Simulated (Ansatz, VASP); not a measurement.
## Two plane-wave programs on CuO

```
Cu O
1.0
     0.00000    2.32725    2.32725
     2.32725    0.00000    2.32725
     2.32725    2.32725    0.00000
Cu O
1 1
Direct
  0.00000 0.00000 0.00000
  0.25000 0.25000 0.25000
```

Alike in both runs: task relaxation of cell and atoms; functional r2SCAN; dispersion D3(BJ); k mesh 10 × 10 × 10; occupations fermi-dirac, width 0.05 eV; no spin polarisation.

|  | VASP | Ansatz |
| --- | --- | --- |
| version | VASP 6.6.1 | Ansatz 0.2.0 |
| potentials or method | VASP PAW PBE potentials, release 64 (Cu, O) | Ansatz PAW |
| plane-wave cutoff (eV) | 600 | 500 |
| valence electrons in the cell | 17 | 25 |

Ansatz gave:

- gap on the k mesh at the Fermi level, each at its own relaxed structure (eV): none
- relaxed volume (Å³/atom): 11.00
- relaxed cell length with the largest relative difference (Å): 3.145

Estimate VASP's values.

gap on the k mesh at the Fermi level, each at its own relaxed structure (eV): none; relaxed volume (Å³/atom): 11.03; relaxed cell length with the largest relative difference (Å): 3.148.

VASP's potentials were made for PBE, not for r2SCAN. A gap of «none» marks a metal or a gap that the smearing closes. VASP's potentials hold 17 valence electrons a cell and Ansatz's 25, so a difference there can come from the potentials and not from the codes.

Noted on Ansatz's run: the plane-wave basis is chosen anew once the cell has moved, so the energies of steps on either side of that aren't comparable.
